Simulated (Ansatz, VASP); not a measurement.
**Mg5O4: VASP beside Ansatz**

```xyz
9
Lattice="3.0079 0.0000 0.0000 -1.5040 2.6049 0.0000 0.0000 0.0000 24.8238" Properties=species:S:1:pos:R:3 pbc="T T T"
Mg    1.5040    0.8683    7.4502
Mg    0.0000    1.7366    9.9558
Mg    0.0000    0.0000   12.4119
Mg    1.5040    0.8683   14.8680
Mg    0.0000    1.7366   17.3736
O     0.0000    0.0000    8.7291
O     1.5040    0.8683   11.1837
O     0.0000    1.7366   13.6402
O     0.0000    0.0000   16.0947
```

Alike in both runs: functional PBE; k mesh 9 × 9 × 1; occupations gaussian, width 0.05 eV; no spin polarisation.

Ansatz relaxed the structure, and its values are those at the end. VASP's run is a single point on that final structure, the one shown.

```csv
,VASP,Ansatz
version,VASP 6.6.1,Ansatz 0.2.0
potentials or method,"VASP PAW PBE potentials, release 64 (Mg, O), cutoff 520 eV","scalar-relativistic, plane waves, PAW"
valence electrons in the cell,34,74
```

VASP gave:

- gap on the k mesh at the Fermi level (eV): none
- rms of the force components (eV/Å): 0.010
- work function, face that differs most (eV): 4.25

Question: Which values does Ansatz return?

Answer: gap on the k mesh at the Fermi level (eV): none; rms of the force components (eV/Å): 0.006; work function, face that differs most (eV): 4.25.

A gap of «none» marks a metal or a gap that the smearing closes. VASP's potentials hold 34 valence electrons a cell and Ansatz's 74, so a difference there can come from the potentials and not from the codes.
